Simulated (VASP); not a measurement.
Wanted: the native input for a VASP 6.6.1 run.

```yaml
Task: relaxation of cell and atoms
Functional: LDA
Potentials_or_basis: VASP PAW LDA potentials, release 64 (Ga_d, As)
Cutoff: 600 eV
k_mesh: 12 × 12 × 12
Occupations: gaussian, width 0.01 eV
Spin: no spin polarisation
Target_pressure: 12 GPa
Dipole_correction: no
Further_INCAR_settings: ALGO = Normal; EDIFF = 1e-06; IBRION = 2; EDIFFG = -0.001; NSW = 80; ISIF = 3
```

The structure of GaAs lies in POSCAR:

```
GaAs
1.0
    0.0000000000      2.8015748656      2.8015748656
    2.8015748656      0.0000000000      2.8015748656
    2.8015748656      2.8015748656      0.0000000000
Ga As
1 1
Direct
    0.0000000000      0.0000000000      0.0000000000
    0.7500000000      0.7500000000      0.7500000000
```

These files were run (other wordings do the same):

INCAR

```
PREC     = Accurate       # precision mode
ENCUT    = 600            # plane-wave cutoff, eV
EDIFF    = 1E-6           # SCF threshold, eV
ISMEAR   = 0              # smearing method
SIGMA    = 0.01           # smearing width, eV
LREAL    = F              # projectors in reciprocal space
LASPH    = T              # aspherical terms in the spheres
NELM     = 100            # most SCF steps
ALGO     = Normal         # electronic algorithm
ISIF     = 3              # what is computed and relaxed
LWAVE    = F              # write WAVECAR
LCHARG   = F              # write CHGCAR
IBRION   = 2              # ionic algorithm
NSW      = 80             # ionic steps
EDIFFG   = -0.001         # ionic threshold
PSTRESS  = 120.0
```

KPOINTS

```
regular mesh
0
Gamma
  12 12 12
```

Potentials or basis: VASP PAW LDA potentials, release 64 (Ga_d, As).

Launch:

```bash
$ cat potpaw_LDA.64/Ga_d/POTCAR potpaw_LDA.64/As/POTCAR > POTCAR
$ mpirun -np 1 vasp_std > vasp.out
```

It gave:

| Item | Value |
| --- | --- |
| Relaxed volume | 19.55 Å³/atom |
| Relaxed cell | a = 3.810 Å, b = 3.810 Å, c = 3.810 Å, α = 60.00°, β = 60.00°, γ = 60.00° |
| Space group after relaxing (to 0.05 Å) | F-43m (No. 216) |
| Energy change on relaxing (the enthalpy is what falls) | +84.5 meV/atom |
| Ionic steps | 7 |
| Pressure after relaxing | 12.0 GPa |
| Band gap on the k mesh | 1.04 eV, indirect (least direct gap 1.47 eV) |

Caveat: the cell is relaxed towards a set pressure, so the enthalpy falls and the energy may rise.

Run time: 2.1 min on 1 thread of Intel Xeon 6975P-C, on a shared host, peak memory 0.21 GiB.
